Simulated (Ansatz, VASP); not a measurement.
## Two plane-wave programs on TaGe3Ru

```
Ta Ge Ru
1.0
     3.47695    0.00000    0.00000
     0.00000    3.47695    0.00000
     0.00000    0.00000    7.68722
Ta Ge Ru
1 3 1
Cartesian
  1.7385 1.7385 3.8436
  0.0000 0.0000 6.4041
  0.0000 0.0000 1.2831
  0.0000 0.0000 3.8436
  1.7385 1.7385 0.0000
```

Alike in both runs: task relaxation of cell and atoms; functional PBE; k mesh 6 × 6 × 2; occupations gaussian, width 0.1 eV; no spin polarisation.

|  | VASP | Ansatz |
| --- | --- | --- |
| version | VASP 6.6.1 | Ansatz 0.2.0 |
| potentials or method | VASP PAW PBE potentials, release 64 (Ta_pv, Ge_d, Ru_pv), cutoff 600 eV | scalar-relativistic, plane waves, PAW |
| valence electrons in the cell | 67 | 71 |

Ansatz gave:

- gap on the k mesh at the Fermi level, each at its own relaxed structure (eV): none
- relaxed volume (Å³/atom): 18.61
- relaxed length of the cell vector where the two differ most in proportion (Å): 3.472

Task: What did VASP give for the same quantities?

Result: gap on the k mesh at the Fermi level, each at its own relaxed structure (eV): none; relaxed volume (Å³/atom): 18.64; relaxed length of the cell vector where the two differ most in proportion (Å): 3.474.

A gap of «none» marks a metal or a gap that the smearing closes. VASP's potentials hold 67 valence electrons a cell and Ansatz's 71, so a difference there can come from the potentials and not from the codes.

The k mesh is coarse, so the values compare programs but aren't converged. Neither program's run includes spin-orbit coupling.
